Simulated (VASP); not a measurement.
# LaAl3As2H6O14 (Arsenoflorencite-(La)) (R-3m) in VASP: relaxation of the atoms with PBE

Aim: the relaxation of the atoms of LaAl3As2H6O14 (Arsenoflorencite-(La)) with PBE.

Everything below comes from runs of VASP 6.6.1. Logs are shortened: lines on timing, memory, paths and dates and some standing lists are left out, and cuts for length are marked.

### Step 1. The cell of the first run

Symmetry: R-3m, No. 166, trigonal system. The conventional cell has a = 7.032 Å, b = 7.032 Å, c = 16.515 Å, α = 90.00°, β = 90.00°, γ = 120.00°. Within 3.5 Å of La (site symmetry -3m) lie 12 O at 2.65 to 2.71 Å and 6 H at 3.11 Å and 6 Al at 3.42 Å. Al (site symmetry 2/m) has 6 O at 1.89 to 1.91 Å and 4 H at 2.33 Å within 2.5 Å. H (site symmetry m) has 1 O at 0.90 Å within 1.2 Å. As (site symmetry 3m) has 4 O at 1.65 to 1.68 Å within 2.2 Å. O (site symmetry 3m) has 1 As at 1.65 Å and 3 H at 1.83 Å within 2.2 Å. O (site symmetry m) has 1 As at 1.68 Å and 1 Al at 1.91 Å within 2.2 Å. O (site symmetry m) has 1 H at 0.90 Å within 1.2 Å.

### Step 2. Relaxation of the atoms, PBE

INCAR reads:

```
ALGO = Normal
EDIFF = 1E-7
EDIFFG = -0.02
ENCUT = 520
GGA = PE
GGA_COMPAT = F
IBRION = 2
ISIF = 2
ISMEAR = -1
KPAR = 4
LASPH = T
LCHARG = F
LMAXMIX = 6
LREAL = F
LWAVE = F
NELM = 200
NELMIN = 4
NSW = 80
PREC = Accurate
SIGMA = 0.02
```

KPOINTS reads:

```
k-points
0
Gamma
  4 4 4
```

POSCAR reads:

```
LaAl3As2H6O14
1.0
    3.5158000000      2.0298480764      5.5050333333
   -3.5158000000      2.0298480764      5.5050333333
    0.0000000000     -4.0596961528      5.5050333333
La Al H As O
1 3 6 2 14
Direct
    0.0000000000      0.0000000000      0.0000000000
    0.0000000000      0.0000000000      0.5000000000
    0.5000000000      0.0000000000      0.0000000000
    0.0000000000      0.5000000000      0.0000000000
    0.3160000000      0.7340000000      0.3160000000
    0.3160000000      0.3160000000      0.7340000000
    0.7340000000      0.3160000000      0.3160000000
    0.6840000000      0.2660000000      0.6840000000
    0.2660000000      0.6840000000      0.6840000000
    0.6840000000      0.6840000000      0.2660000000
    0.3149200000      0.3149200000      0.3149200000
    0.6850800000      0.6850800000      0.6850800000
    0.5854300000      0.5854300000      0.5854300000
    0.4145700000      0.4145700000      0.4145700000
    0.1502200000      0.5357600000      0.1502200000
    0.1502200000      0.1502200000      0.5357600000
    0.5357600000      0.1502200000      0.1502200000
    0.8497800000      0.4642400000      0.8497800000
    0.4642400000      0.8497800000      0.8497800000
    0.8497800000      0.8497800000      0.4642400000
    0.2597400000      0.8915500000      0.2597400000
    0.2597400000      0.2597400000      0.8915500000
    0.8915500000      0.2597400000      0.2597400000
    0.7402600000      0.1084500000      0.7402600000
    0.1084500000      0.7402600000      0.7402600000
    0.7402600000      0.7402600000      0.1084500000
```

Potentials or basis: VASP PAW PBE potentials, release 64 (La, Al, H, As, O).

On the command line:

```sh
cat potpaw_PBE.64/La/POTCAR potpaw_PBE.64/Al/POTCAR potpaw_PBE.64/H/POTCAR potpaw_PBE.64/As/POTCAR potpaw_PBE.64/O/POTCAR > POTCAR
mpirun -np 4 vasp_std > vasp.out
```

OUTCAR:

```text
EDIFF = 1E-7
   EDIFFG = -0.02
   ENCUT = 520
   GGA = PE
   IBRION = 2
   ISIF = 2
   ISMEAR = -1
   LASPH = T
   LREAL = F
   NELM = 200
   NELMIN = 4
   NSW = 80
   PREC = Accurate

 ion  position               nearest neighbor table
   1  0.000  0.000  0.000-  16 2.65  20 2.65  17 2.65  18 2.65  19 2.65  15 2.65  22 2.71  26 2.71
                            23 2.71  24 2.71  25 2.71  21 2.71   2 3.42   2 3.42   4 3.42   3 3.42
   2  0.000  0.000  0.500-  21 1.89  23 1.89  24 1.89  25 1.89  16 1.91  20 1.91   1 3.42   1 3.42

   3  0.500  0.000  0.000-  21 1.89  24 1.89  22 1.89  26 1.89  17 1.91  19 1.91   1 3.42   1 3.42

   4  0.000  0.500  0.000-  23 1.89  25 1.89  22 1.89  26 1.89  15 1.91  18 1.91   1 3.42   1 3.42
[... 9 lines left out ...]
  13  0.585  0.585  0.585-  12 1.65
  14  0.415  0.415  0.415-  11 1.65
  15  0.150  0.536  0.150-  11 1.68   4 1.91   1 2.65
  16  0.150  0.150  0.536-  11 1.68   2 1.91   1 2.65
  17  0.536  0.150  0.150-  11 1.68   3 1.91   1 2.65
  18  0.850  0.464  0.850-  12 1.68   4 1.91   1 2.65
  19  0.464  0.850  0.850-  12 1.68   3 1.91   1 2.65
  20  0.850  0.850  0.464-  12 1.68   2 1.91   1 2.65
  21  0.260  0.892  0.260-   5 0.90   3 1.89   2 1.89   1 2.71
  22  0.260  0.260  0.892-   6 0.90   4 1.89   3 1.89   1 2.71
  23  0.892  0.260  0.260-   7 0.90   4 1.89   2 1.89   1 2.71
  24  0.740  0.108  0.740-   8 0.90   3 1.89   2 1.89   1 2.71
  25  0.108  0.740  0.740-   9 0.90   4 1.89   2 1.89   1 2.71
  26  0.740  0.740  0.108-  10 0.90   4 1.89   3 1.89   1 2.71

  LATTYP: Found a trigonal (rhomboedric) cell.
 ALAT       =     6.8400676060
 COS(alpha) =     0.4716064218

  Lattice vectors:

 A1 = (   3.5158000000,   2.0298480764,   5.5050333333)
 A2 = (  -3.5158000000,   2.0298480764,   5.5050333333)
 A3 = (   0.0000000000,  -4.0596961528,   5.5050333333)

Analysis of symmetry for initial positions (statically):
=====================================================================
 Subroutine PRICEL returns:
 Original cell was already a primitive cell.

 Routine SETGRP: Setting up the symmetry group for a
 trigonal (rhombohedral) supercell.

 Subroutine GETGRP returns: Found 12 space group operations
 (whereof 12 operations were pure point group operations)
 out of a pool of 12 trial point group operations.

The static configuration has the point symmetry D_3d.

Analysis of symmetry for dynamics (positions and initial velocities):
=====================================================================
 Subroutine PRICEL returns:
 Original cell was already a primitive cell.

 Routine SETGRP: Setting up the symmetry group for a
 trigonal (rhombohedral) supercell.

 Subroutine GETGRP returns: Found 12 space group operations
 (whereof 12 operations were pure point group operations)
 out of a pool of 12 trial point group operations.

The dynamic configuration has the point symmetry D_3d.

 Subroutine INISYM returns: Found 12 space group operations
 (whereof 12 operations are pure point group operations),
 and found     1 'primitive' translations

----------------------------------------------------------------------------------------

                                     Primitive cell

  volume of cell :     235.7213

  direct lattice vectors                    reciprocal lattice vectors
     3.515800000  2.029848076  5.505033333     0.142215143  0.082107951  0.060550648
    -3.515800000  2.029848076  5.505033333    -0.142215143  0.082107951  0.060550648
     0.000000000 -4.059696153  5.505033333     0.000000000 -0.164215902  0.060550648

  length of vectors
     6.840067606  6.840067606  6.840067606     0.175023551  0.175023551  0.175023551

  position of ions in fractional coordinates (direct lattice)
     0.000000000  0.000000000  0.000000000
     0.000000000  0.000000000  0.500000000
     0.500000000  0.000000000  0.000000000
     0.000000000  0.500000000  0.000000000
     0.316000000  0.734000000  0.316000000
     0.316000000  0.316000000  0.734000000
[... 18 lines left out ...]
     0.108450000  0.740260000  0.740260000
     0.740260000  0.740260000  0.108450000

  ion indices of the primitive-cell ions
   primitive index   ion index
                 1           1
                 2           2
                 3           3
                 4           4
[... 46 lines left out ...]

 Found     13 irreducible k-points:

 Following reciprocal coordinates:
            Coordinates               Weight
  0.000000  0.000000  0.000000      1.000000
  0.250000  0.000000  0.000000      6.000000
  0.500000  0.000000  0.000000      3.000000
  0.250000  0.250000  0.000000      6.000000
  0.500000  0.250000  0.000000     12.000000
 -0.250000  0.250000  0.000000      6.000000
  0.500000  0.500000  0.000000      3.000000
  0.250000  0.250000  0.250000      2.000000
  0.500000  0.250000  0.250000      6.000000
 -0.250000  0.250000  0.250000      6.000000
  0.500000  0.500000  0.250000      6.000000
 -0.250000  0.500000  0.250000      6.000000
  0.500000  0.500000  0.500000      1.000000
   k-points           NKPTS =     13   k-points in BZ     NKDIM =     13   number of bands    NBANDS=     74
   number of dos      NEDOS =    301   number of ions     NIONS =     26
   total plane-waves  NPLWV = 157464
   dimension x,y,z NGX =    54 NGY =   54 NGZ =   54
   dimension x,y,z NGXF=   108 NGYF=  108 NGZF=  108
   ions per type =               1   3   6   2  14
   NGX,Y,Z   is equivalent  to a cutoff of  13.12, 13.12, 13.12 a.u.
   NGXF,Y,Z  is equivalent  to a cutoff of  26.25, 26.25, 26.25 a.u.
 SYSTEM =  unknown system
   PREC   = accura    normal or accurate (medium, high low for compatibility)
   ISTART =      0    job   : 0-new  1-cont  2-samecut
   ICHARG =      2    charge: 1-file 2-atom 10-const
   ISPIN  =      1    spin polarized calculation?
   LNONCOLLINEAR =      F non collinear calculations
   LSORBIT =      F    spin-orbit coupling
   LASPH  =      T    aspherical Exc in radial PAW
   ENCUT  =  520.0 eV  38.22 Ry    6.18 a.u.  12.72 12.72 12.72*2*pi/ulx,y,z
   NELM   =    200;   NELMIN=  4; NELMDL= -5     # of ELM steps
   EDIFF  = 0.1E-06   stopping-criterion for ELM
   LREAL  =      F    real-space projection
   EDIFFG = -.2E-01   stopping-criterion for IOM
   NSW    =     80    number of steps for IOM
   IBRION =      2    ionic relax: 0-MD 1-quasi-New 2-CG
   NFREE  =      1    steps in history (QN), initial steepest desc. (CG)
   ISIF   =      2    stress and relaxation
   ISYM   =      2    0-nonsym 1-usesym 2-fastsym
   POTIM  = 0.5000    time-step for ionic-motion
   TEBEG  =    0.0;   TEEND  =   0.0 temperature during run
   PSTRESS=    0.0 pullay stress
   NELECT =     120.0000    total number of electrons
   NUPDOWN=      -1.0000    fix difference up-down
   EMIN   =  10.00;   EMAX   =-10.00  energy-range for DOS
   EFERMI =   0.00;   METHOD = LEGACY
   ISMEAR =    -1;   SIGMA  =   0.02  broadening in eV -4-tet -1-fermi 0-gaus
   EFERMI_NEDOS =   21; number of points for ismear=-14 and -15
   IALGO  =     38    algorithm
   IMIX   =      4    mixing-type and parameters
     AMIX     =   0.40;   BMIX     =  1.00
     AMIX_MAG =   1.60;   BMIX_MAG =  1.00
  volume/ion in A,a.u.               =       9.07        61.18
  Fermi-wavevector in a.u.,A,eV,Ry     =   1.307181  2.470213 23.248564  1.708721
  Thomas-Fermi vector in A             =   2.437933
   LORBIT       =      0    0 simple, 1 ext, 2 COOP (PROOUT), +10 PAW based schemes
   GGA     = PE    functional components
   LHFCALC =     F    Hartree Fock is set to
   AEXX    =    0.0000 exact exchange contribution
   IVDW    =     0    specifies the selected vdW correction
   LEPSILON=     F    determine dielectric tensor
   LRPA    =     F    only Hartree local field effects (RPA)
 conjugate gradient relaxation of ions
 non-spin polarized calculation
  energy-cutoff  :      520.00
  volume of cell :      235.72
 maximum number of plane-waves:      6387
 NGX is ok and might be reduce to    54
   NGX = 25   NGY = 25   NGZ = 25

--------------------------------------- Ionic step        1  -------------------------------------------

 number of electron     119.9999979 magnetization

 Free energy of the ion-electron system (eV)
  ---------------------------------------------------
  ext. energy  EPLUGINS =         0.00000000
  ---------------------------------------------------
  free energy    TOTEN  =      -164.60344983 eV

  energy without entropy =     -164.60344983  energy(sigma->0) =     -164.60344983

------------------------ aborting loop because EDIFF is reached ----------------------------------------

  FORCE on cell =-STRESS in cart. coord.  units (eV):
  Direction    XX          YY          ZZ          XY          YZ          ZX
  --------------------------------------------------------------------------------------
  -------------------------------------------------------------------------------------
  Total       28.2400998     28.2400998     15.8575291      0.0000000      0.0000000      0.0000000
  in kB      191.9454887    191.9454887    107.7822387      0.0000000      0.0000000      0.0000000
  external PRESSURE =     163.8910721 kB  Pullay stress =       0.0000000 kB
[... 161 lines left out ...]
  FREE ENERGIE OF THE ION-ELECTRON SYSTEM (eV)
  ---------------------------------------------------
  free  energy   TOTEN  =      -163.7923834390 eV

  energy  without entropy=     -163.7923834390  energy(sigma->0) =     -163.79238344

[... ionic steps 4 to 18 ...]

--------------------------------------- Ionic step       19  -------------------------------------------

 number of electron     119.9999990 magnetization

------------------------ aborting loop because EDIFF is reached ----------------------------------------
[... 115 lines left out ...]
--------------------------------------- Ionic step       21  -------------------------------------------

 number of electron     119.9999990 magnetization

 Free energy of the ion-electron system (eV)
  ---------------------------------------------------
  ext. energy  EPLUGINS =         0.00000000
  ---------------------------------------------------
  free energy    TOTEN  =      -166.37602755 eV

  energy without entropy =     -166.37602755  energy(sigma->0) =     -166.37602755

 E-fermi :   3.9093     XC(G=0): -10.5658

 val. band max:        3.4197099423   @ k =   0.5000   0.0000   0.0000
 cond. band min:       7.7505501486   @ k =   0.0000   0.0000   0.0000
 fundamental gap:      4.3308402063
 Fermi energy:         3.9092799974

 k-point     1 :       0.0000    0.0000    0.0000
  band No.  band energies     occupation
      1     -26.6567      2.00000
      2     -16.3607      2.00000
      3     -15.7221      2.00000
      4     -14.9606      2.00000
      5     -14.9172      2.00000
      6     -14.7919      2.00000
[... 964 lines left out ...]
     71      10.2860      0.00000
     72      10.4519      0.00000
 [bands above 72 left out]

------------------------ aborting loop because EDIFF is reached ----------------------------------------

  FORCE on cell =-STRESS in cart. coord.  units (eV):
  Direction    XX          YY          ZZ          XY          YZ          ZX
  --------------------------------------------------------------------------------------
  -------------------------------------------------------------------------------------
  Total        7.8402370      7.8402370      7.7257826      0.0000000      0.0000000     -0.0000000
  in kB       53.2894053     53.2894053     52.5114687      0.0000000      0.0000000     -0.0000000
  external PRESSURE =      53.0300931 kB  Pullay stress =       0.0000000 kB
[... 41 lines left out ...]
  FREE ENERGIE OF THE ION-ELECTRON SYSTEM (eV)
  ---------------------------------------------------
  free  energy   TOTEN  =      -166.3760275547 eV

  energy  without entropy=     -166.3760275547  energy(sigma->0) =     -166.37602755

 reached required accuracy - stopping structural energy minimisation
```

Run time: 28 min. Hardware: 4 MPI ranks of Intel Xeon Platinum 8559C (Emerald Rapids), shared host; peak memory 0.6 GiB.

Results:

```yaml
Free_energy: -166.3760 eV
Energy_gained_by_relaxing: 68.2 meV/atom
Ionic_steps: 21
Pressure_after_relaxing: 5.3 GPa
Largest_force_after_relaxing: 0.020 eV/Å
Band_gap_on_the_k_mesh: 4.33 eV, indirect (least direct gap 4.51 eV)
```

Forces on the atoms (eV/Å):
```
La   0.000  0.000  0.000
Al   0.000  0.000  0.000
Al   0.000  0.000  0.000
Al   0.000  0.000  0.000
H   -0.004  0.002 -0.019
H    0.000 -0.004 -0.019
H    0.004  0.002 -0.019
H    0.004 -0.002  0.019
H   -0.004 -0.002  0.019
H    0.000  0.004  0.019
As   0.000  0.000 -0.011
As   0.000  0.000  0.011
O    0.000  0.000  0.009
O    0.000  0.000 -0.009
O    0.004 -0.002 -0.004
O    0.000  0.005 -0.004
O   -0.004 -0.002 -0.004
O   -0.004  0.002  0.004
O    0.004  0.002  0.004
O    0.000 -0.005  0.004
O   -0.004  0.002  0.008
O    0.000 -0.004  0.008
O    0.004  0.002  0.008
O    0.004 -0.002 -0.008
O   -0.004 -0.002 -0.008
O    0.000  0.004 -0.008
```

Step by step:
| step | energy change (eV) | largest force (eV/Å) | pressure (GPa) |
| --- | --- | --- | --- |
| 1 | 0.0000 | 5.4468 | 16.39 |
| 2 | 9.1384 | 7.9139 | 3.83 |
| 3 | 0.8111 | 5.2184 | 4.13 |
| 4 | -1.1378 | 2.7124 | 7.14 |
| 5 | -1.4109 | 1.6808 | 10.30 |
| 6 | -1.4333 | 1.6904 | 9.41 |
| 7 | -1.4341 | 1.6888 | 9.54 |
| 8 | -1.5590 | 1.4035 | 5.82 |
| 9 | -1.6156 | 0.8686 | 7.02 |
| 10 | -1.7000 | 0.6488 | 6.16 |
| 11 | -1.7005 | 0.7798 | 6.10 |
| 12 | -1.7604 | 0.2439 | 5.59 |
| 13 | -1.7692 | 0.0992 | 5.34 |
| 14 | -1.7701 | 0.1014 | 5.22 |
| 15 | -1.7702 | 0.0736 | 5.25 |
| 16 | -1.7709 | 0.0604 | 5.26 |
| 17 | -1.7721 | 0.0668 | 5.29 |
| 18 | -1.7721 | 0.0822 | 5.30 |
| 19 | -1.7724 | 0.0667 | 5.32 |
| 20 | -1.7725 | 0.0256 | 5.31 |
| 21 | -1.7726 | 0.0198 | 5.30 |

Final structure:
```yaml
crystal:
  lattice:
    - [3.51580, 2.02985, 5.50503]
    - [-3.51580, 2.02985, 5.50503]
    - [0.00000, -4.05970, 5.50503]
  atoms:
    - { symbol: La, position: [0.00000, 0.00000, 0.00000] }
    - { symbol: Al, position: [0.00000, 0.00000, 0.50000] }
    - { symbol: Al, position: [0.50000, 0.00000, 0.00000] }
    - { symbol: Al, position: [0.00000, 0.50000, 0.00000] }
    - { symbol: H, position: [0.32062, 0.71412, 0.32062] }
    - { symbol: H, position: [0.32062, 0.32062, 0.71412] }
    - { symbol: H, position: [0.71412, 0.32062, 0.32062] }
    - { symbol: H, position: [0.67938, 0.28588, 0.67938] }
    - { symbol: H, position: [0.28588, 0.67938, 0.67938] }
    - { symbol: H, position: [0.67938, 0.67938, 0.28588] }
    - { symbol: As, position: [0.31684, 0.31684, 0.31684] }
    - { symbol: As, position: [0.68316, 0.68316, 0.68316] }
    - { symbol: O, position: [0.58074, 0.58074, 0.58074] }
    - { symbol: O, position: [0.41926, 0.41926, 0.41926] }
    - { symbol: O, position: [0.14826, 0.54256, 0.14826] }
    - { symbol: O, position: [0.14826, 0.14826, 0.54256] }
    - { symbol: O, position: [0.54256, 0.14826, 0.14826] }
    - { symbol: O, position: [0.85174, 0.45744, 0.85174] }
    - { symbol: O, position: [0.45744, 0.85174, 0.85174] }
    - { symbol: O, position: [0.85174, 0.85174, 0.45744] }
    - { symbol: O, position: [0.26138, 0.88994, 0.26138] }
    - { symbol: O, position: [0.26138, 0.26138, 0.88994] }
    - { symbol: O, position: [0.88994, 0.26138, 0.26138] }
    - { symbol: O, position: [0.73862, 0.11006, 0.73862] }
    - { symbol: O, position: [0.11006, 0.73862, 0.73862] }
    - { symbol: O, position: [0.73862, 0.73862, 0.11006] }
```

Levels at points of the mesh, in eV from the valence-band top:
```tsv
k point	band 56	band 57	band 58	band 59	band 60	band 61	band 62	band 63	band 64	band 65
(0.00, 0.00, 0.00)	-0.67	-0.55	-0.55	-0.51	-0.18	4.33	4.66	4.73	4.75	4.75
(0.50, 0.00, 0.00)	-0.77	-0.76	-0.57	-0.41	0.00	4.57	4.72	4.74	4.78	4.86
(0.50, 0.50, 0.00)	-0.73	-0.60	-0.40	-0.29	-0.27	4.64	4.72	4.72	4.79	4.87
(0.50, 0.50, 0.50)	-0.69	-0.69	-0.48	-0.48	0.00	4.58	4.74	4.74	4.78	4.81
```

Caveat: spin-orbit coupling is left out, which moves the levels of the heavy elements. A k mesh can miss the band edges.
